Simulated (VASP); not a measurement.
Set up this calculation in VASP 6.6.1, as the native input.

* Task: single point
* Functional: PBE
* Dispersion: D3(BJ)
* Potentials or basis: VASP PAW PBE potentials, release 64 (P)
* Cutoff: 520 eV
* k mesh: 8 × 6 × 1
* Occupations: gaussian, width 0.05 eV
* Spin: no spin polarisation
* Dipole correction: yes
* Further INCAR settings: ALGO = Normal; EDIFF = 1e-06; NBANDS = 30

The structure of P lies in POSCAR:

```
P
1.0
    3.2961869271      0.0000000000      0.0000000000
    0.0000000000      4.4391555608      0.0000000000
    0.0000000000      0.0000000000     21.7461973993
P
8
Direct
    0.5000000000      0.9174951521      0.2069327302
    0.0000000000      0.5825048479      0.2069327302
    0.5000000000      0.0825048479      0.3045635326
    0.0000000000      0.4174951521      0.3045635326
    0.8750000000      0.4575048479      0.5234523761
    0.3750000000      0.1225145437      0.5234523761
    0.8750000000     -0.3774854563      0.6210831784
    0.3750000000     -0.0424951521      0.6210831784
```

This cell differs from its parent crystal: layers slid over each other.

These files were run (other wordings do the same):

INCAR

```
  ALGO = Normal
  DIPOL = 0.5 0.5 0.414
  EDIFF = 1E-6
  ENCUT = 520
  GGA = PE
  IDIPOL = 3
  ISIF = 2
  ISMEAR = 0
  IVDW = 12
  LASPH = T
  LCHARG = T
  LDIPOL = T
  LELF = T
  LREAL = F
  LVACPOTAV = T
  LVHAR = T
  LWAVE = F
  NBANDS = 30
  NELM = 60
  PREC = Accurate
  SIGMA = 0.05
```

KPOINTS

```
k-points
0
Gamma
  8 6 1
```

Potentials or basis: VASP PAW PBE potentials, release 64 (P).

Command:

```console
$ cat potpaw_PBE.64/P/POTCAR > POTCAR
$ mpirun -np 1 vasp_std > vasp.out
```

It gave:

| Item | Value |
| --- | --- |
| Largest force | 0.063 eV/Å |
| Band gap on the k mesh | 0.52 eV |
| Dispersion energy per atom | -0.265 eV |

Caveat: the cell differs from its parent crystal (layers slid over each other).

It took 2.9 min on 1 thread of Intel(R) Xeon(R) 6975P-C (Granite Rapids) (shared host), peak memory 0.46 GiB.
